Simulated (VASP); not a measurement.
Mn:

```
CELL_PARAMETERS angstrom
2.33246 0.00000 0.00000
0.00000 2.33246 0.00000
0.00000 0.00000 2.33246
ATOMIC_POSITIONS crystal
Mn 0.00000 0.00000 0.00000
```

| Property | Result |
| --- | --- |
| Program | VASP 6.6.1 |
| Task | relaxation of cell and atoms |
| Functional | RPBE |
| Potentials or basis | VASP PAW PBE potentials, release 64 (Mn_pv) |
| Cutoff | 600 eV |
| k mesh | 13 × 13 × 13 |
| Occupations | fermi-dirac, width 0.1 eV |
| Spin | no spin polarisation |

At the start: pressure -6.8 GPa; volume 12.69 Å³/atom.

**Question.** How do energy, volume and symmetry change on relaxing?

**Answer.** Over 3 steps the energy falls by 10.3 meV/atom and the volume is 12.22 Å³/atom (-3.7 %); space group Pm-3m (No. 221, to 0.05 Å).

The path:
```
step  energy change (eV)  largest force (eV/Å)  pressure (GPa)  volume (Å³)
   1              0.0000                0.0000           -6.79        12.69
   2              0.0027                0.0000            9.04        11.73
   3             -0.0103                0.0000            0.04        12.22
```

Final structure:
```yaml
crystal:
  lattice:
    - [2.30329, 0.00000, 0.00000]
    - [0.00000, 2.30329, 0.00000]
    - [0.00000, 0.00000, 2.30329]
  atoms:
    - { symbol: Mn, position: [0.00000, 0.00000, 0.00000] }
```

Caveat: the PAW data sets were made with another functional, which shifts forces and pressure a little; the run has no spin polarisation, though such a crystal can be magnetic.
